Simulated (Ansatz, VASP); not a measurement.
## WS2: VASP beside Ansatz

File INCAR:

```
ALGO = Normal
DIPOL = 0.5 0.5 0.500
EDIFF = 1E-6
ENCUT = 520
GGA = PE
IDIPOL = 3
ISIF = 2
ISMEAR = 0
IVDW = 12
LASPH = T
LCHARG = T
LDIPOL = T
LELF = T
LREAL = F
LVACPOTAV = T
LVHAR = T
LWAVE = F
NBANDS = 20
NELM = 80
PREC = Accurate
SIGMA = 0.02
```

The input KPOINTS:

```
k-points
0
Gamma
  12 12 1
```

Contents of POSCAR:

```
WS2
1.0
    3.2860000000      0.0000000000      0.0000000000
   -1.6430000000      2.8457594768      0.0000000000
    0.0000000000      0.0000000000     32.2910878415
S W
2 1
Direct
    0.3333333333      0.6666666667      0.4473909859
    0.3333333333      0.6666666667      0.5526212592
    0.6666666667      0.3333333333      0.5000061200
```

Input for Ansatz:

```yaml
crystal:
  lattice:
    - [3.286, 0.0, 0.0]
    - [-1.643, 2.8457594768, 0.0]
    - [0.0, 0.0, 32.2910878415]
  atoms:
    - { symbol: S, position: [0.3333333333, 0.6666666667, 0.4473909859] }
    - { symbol: W, position: [0.6666666667, 0.3333333333, 0.50000612] }
    - { symbol: S, position: [0.3333333333, 0.6666666667, 0.5526212592] }
  periodic: [true, true, false]
basis:
  ecutwfc: 420
kpoints:
  mp_grid: { grid: [12, 12, 1] }
hamiltonian:
  xc: pbe
  pseudopotentials: { kind: paw, azcp: { folder: soft_1 } }
  dispersion: d3bj
scf:
  occupations: { method: gaussian, width: 0.02 }
output:
  forces: true
  stress: true
  eigenvalues: true
```

Alike in both runs: task single point; functional PBE; dispersion D3(BJ); k mesh 12 × 12 × 1; occupations gaussian, width 0.02 eV; no spin polarisation.

|  | VASP | Ansatz |
| --- | --- | --- |
| version | VASP 6.6.1 | Ansatz 0.2.0 |
| potentials or method | VASP PAW PBE potentials, release 64 (S, W_sv), cutoff 520 eV | scalar-relativistic, plane waves, PAW |
| valence electrons in the cell | 26 | 26 |

```csv
,VASP,Ansatz,Ansatz less VASP
gap on the k mesh at the Fermi level (eV),1.58,1.58,+0.001
least direct gap on the mesh (eV),1.73,1.73,-0.001
rms of the force components (eV/Å),1.210,1.210,+0.0005
```

Neither program's run includes spin-orbit coupling.
